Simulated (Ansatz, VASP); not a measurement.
**TePb in VASP and in Ansatz**

Contents of INCAR:

```
SYSTEM = TePb
PREC = Accurate ; ENCUT = 520
EDIFF = 1E-6 ; ISMEAR = 0
SIGMA = 0.05 ; LREAL = .FALSE.
LASPH = .TRUE. ; NELM = 80
ALGO = Normal ; ISIF = 2
LWAVE = .FALSE. ; LCHARG = .TRUE.
GGA = PE ; LELF = .TRUE.
LVHAR = .TRUE. ; NBANDS = 17
```

File KPOINTS:

```
Automatic mesh
0
G
  8 8 8
  0 0 0
```

POSCAR

```
TePb
1.0
    0.0000000000      2.8750748938      4.0653558998
    2.8750748938      0.0000000000      4.0653558998
    2.8750748938      2.8750748938      0.0000000000
Te Pb
1 1
Direct
    0.5000000000      0.5000000000      0.5000000000
    0.0000000000      0.0000000000      0.0000000000
```

Input for Ansatz:

```yaml
crystal:
  lattice:
    - [0.0, 2.8750748938, 4.0653558998]
    - [2.8750748938, 0.0, 4.0653558998]
    - [2.8750748938, 2.8750748938, 0.0]
  atoms:
    - { symbol: Te, position: [0.5, 0.5, 0.5] }
    - { symbol: Pb, position: [0.0, 0.0, 0.0] }
basis:
  ecutwfc: 420
kpoints:
  mp_grid: { grid: [8, 8, 8] }
hamiltonian:
  xc: pbe
scf:
  occupations: { method: gaussian, width: 0.05 }
output:
  forces: true
  stress: true
  eigenvalues: true
```

Alike in both runs: task single point; functional PBE; k mesh 8 × 8 × 8; occupations gaussian, width 0.05 eV; no spin polarisation.

```csv
,VASP,Ansatz
version,VASP 6.6.1,Ansatz 0.2.0
potentials or method,"VASP PAW PBE potentials, release 64 (Te, Pb_d), cutoff 520 eV","scalar-relativistic, plane waves, PAW"
valence electrons in the cell,20,30
```

Ansatz gave:

```
gap on the k mesh at the Fermi level (eV)                     : none
pressure (GPa)                                                : 13.4
traceless stress, the component that is largest in VASP (GPa) : -16.36
```

Question: What did VASP give for the same quantities?

Answer: gap on the k mesh at the Fermi level (eV): none; pressure (GPa): 13.4; traceless stress, the component that is largest in VASP (GPa): -16.31.

A gap of «none» marks a metal or a gap that the smearing closes. VASP's potentials hold 20 valence electrons a cell and Ansatz's 30, so a difference there can come from the potentials and not from the codes.

Spin-orbit coupling is off throughout.
